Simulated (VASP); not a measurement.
# K: single point with PBE

K:

```xyz
1
Lattice="-2.5693 2.5693 2.5693 2.5693 -2.5693 2.5693 2.5693 2.5693 -2.5693" Properties=species:S:1:pos:R:3 pbc="T T T"
K     0.0000    0.0000    0.0000
```

| Quantity | Value |
| --- | --- |
| Program | VASP 6.6.1 |
| Task | single point |
| Functional | PBE |
| Potentials or basis | VASP PAW PBE potentials, release 64 (K_sv) |
| Cutoff | 520 eV |
| k mesh | 14 × 14 × 14 |
| Occupations | fermi-dirac, width 0.1 eV |
| Spin | no spin polarisation |
| Dipole correction | no |
| Further INCAR settings | ALGO = Normal; EDIFF = 1e-06; NBANDS = 10 |

```
Pressure               : 0.3 GPa
Band gap on the k mesh : zero (an odd number of electrons rules out a gap without spin polarisation)
```

Levels at points of the mesh, in eV from the Fermi level:
```csv
k point,band 2,band 3,band 4,band 5,band 6,band 7
"(0.00, 0.00, 0.00)",-15.53,-15.53,-15.53,-2.27,4.37,4.37
"(0.50, 0.00, 0.00)",-15.62,-15.56,-15.53,0.44,0.73,3.19
"(0.50, 0.50, 0.50)",-15.60,-15.60,-15.60,1.63,1.63,3.70
```

Wall time 24 s on 1 thread of Intel(R) Xeon(R) Platinum 8559C (Emerald Rapids), on a shared host, peak memory 0.23 GiB.
